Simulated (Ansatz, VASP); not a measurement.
# Two plane-wave programs on Cr

```
Cr
1.0
     0.00000    1.83143    1.83143
     1.83143    0.00000    1.83143
     1.83143    1.83143    0.00000
Cr
1
Cartesian
  0.0000 0.0000 0.0000
```

Alike in both runs: task single point; functional BLYP; k mesh 17 × 17 × 17; occupations fermi-dirac, width 0.1 eV; no spin polarisation.

|  | VASP | Ansatz |
| --- | --- | --- |
| version | VASP 6.6.1 | Ansatz 0.2.0 |
| potentials or method | VASP PAW PBE potentials, release 64 (Cr_pv), cutoff 500 eV | plane waves (420 eV) with PAW, scalar-relativistic |
| valence electrons in the cell | 12 | 14 |

Ansatz gave:

| Item | Value |
| --- | --- |
| pressure (GPa) | 0.0 |

Question: What did VASP give for the same quantities?

Answer: Pressure (GPa): -0.3.

VASP's potentials were made for PBE, not for BLYP. VASP's potentials hold 12 valence electrons a cell and Ansatz's 14, so a difference there can come from the potentials and not from the codes.
